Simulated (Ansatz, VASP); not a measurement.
## As in VASP and in Ansatz

```
As
1.0
     1.87975    1.08527    3.48577
    -1.87975    1.08527    3.48577
     0.00000   -2.17055    3.48577
As
2
Direct
  0.22754 0.22754 0.22754
  0.77246 0.77246 0.77246
```

Alike in both runs: task relaxation of cell and atoms; functional PBE; k mesh 15 × 15 × 15; occupations gaussian, width 0.1 eV; no spin polarisation.

|  | VASP | Ansatz |
| --- | --- | --- |
| version | VASP 6.6.1 | Ansatz 0.2.0 |
| potentials or method | VASP PAW PBE potentials, release 64 (As), cutoff 600 eV | scalar-relativistic, plane waves, PAW |
| valence electrons in the cell | 10 | 30 |

VASP gave:

| Item | Value |
| --- | --- |
| gap on the k mesh at the Fermi level, each at its own relaxed structure (eV) | none |
| relaxed volume (Å³/atom) | 22.71 |
| relaxed length of the cell vector where the two differ most in proportion (Å) | 4.225 |

Problem. Which values does Ansatz return?

Solution. gap on the k mesh at the Fermi level, each at its own relaxed structure (eV): none; relaxed volume (Å³/atom): 22.74; relaxed length of the cell vector where the two differ most in proportion (Å): 4.235.

A gap of «none» marks a metal or a gap that the smearing closes. VASP's potentials hold 10 valence electrons a cell and Ansatz's 30, so a difference there can come from the potentials and not from the codes.
